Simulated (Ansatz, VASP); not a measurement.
# P: VASP beside Ansatz

INCAR

```
SYSTEM = P
PREC = Accurate
ENCUT = 520
EDIFF = 1E-6
ISMEAR = 0
SIGMA = 0.15
LREAL = .False.
LASPH = .True.
NELM = 80
ALGO = Normal
ISIF = 2
LWAVE = .False.
LCHARG = .False.
GGA = PS
NBANDS = 8
```

File KPOINTS:

```
Automatic mesh
0
Gamma
  12 12 12
  0 0 0
```

Contents of POSCAR:

```
P
1.0
    4.2729048574      0.0213645243      0.0000000000
    0.0213645243      4.2729048574      0.0000000000
    0.0000000000      0.0000000000      4.3780000000
P
1
Direct
    0.0000000000      0.0000000000      0.0000000000
```

Input for Ansatz:

```yaml
crystal:
  lattice:
    - [4.2729048574, 0.0213645243, 0.0]
    - [0.0213645243, 4.2729048574, 0.0]
    - [0.0, 0.0, 4.378]
  atoms:
    - { symbol: P, position: [0.0, 0.0, 0.0] }
basis:
  ecutwfc: 420
kpoints:
  mp_grid: { grid: [12, 12, 12] }
hamiltonian:
  xc: pbesol
scf:
  occupations: { method: gaussian, width: 0.15 }
output:
  forces: true
  stress: true
  eigenvalues: true
```

Change from the starting cell: strain +0.0100 x Voigt [0, 0, 0, 0, 0, 1], atoms carried along.

Alike in both runs: task single point; functional PBEsol; k mesh 12 × 12 × 12; occupations gaussian, width 0.15 eV; no spin polarisation.

|  | VASP | Ansatz |
| --- | --- | --- |
| version | VASP 6.6.1 | Ansatz 0.2.0 |
| potentials or method | VASP PAW PBE potentials, release 64 (P), cutoff 520 eV | scalar-relativistic, plane waves, PAW |
| valence electrons in the cell | 5 | 5 |

```csv
,VASP,Ansatz,Ansatz less VASP
gap on the k mesh at the Fermi level (eV),none,none,-
pressure (GPa),-3.9,-3.8,+0.01
"traceless stress, the component that is largest in VASP (GPa)",0.28,0.28,0.000
```

VASP's potentials were made for PBE, not for PBEsol. A gap of «none» marks a metal or a gap that the smearing closes. With one functional, cell and mesh, what is left measures potentials, basis and numerics.
